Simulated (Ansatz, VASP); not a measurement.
## GaP: VASP beside Ansatz

```xyz
2
Lattice="0.0000 2.6550 2.8764 2.8764 0.0000 2.8764 2.8764 2.6550 0.0000" Properties=species:S:1:pos:R:3 pbc="T T T"
Ga    0.0000    0.0000    0.0000
P     4.3147    3.9824    4.3147
```

Alike in both runs: task single point; functional PBE; k mesh 10 × 10 × 10; occupations gaussian, width 0.05 eV; no spin polarisation.

```csv
,VASP,Ansatz
version,VASP 6.6.1,Ansatz 0.2.0
potentials or method,"VASP PAW PBE potentials, release 64 (Ga_d, P), cutoff 520 eV","scalar-relativistic, plane waves, PAW"
valence electrons in the cell,18,18
```

```tsv
	VASP	Ansatz	Ansatz less VASP
gap on the k mesh at the Fermi level (eV)	0.87	0.87	+0.003
least direct gap on the mesh (eV)	0.87	0.87	+0.003
pressure (GPa)	-3.6	-3.6	-0.01
traceless stress, the component that is largest in VASP (GPa)	3.32	3.32	+0.001
```

With one functional, cell and mesh, what is left measures potentials, basis and numerics.
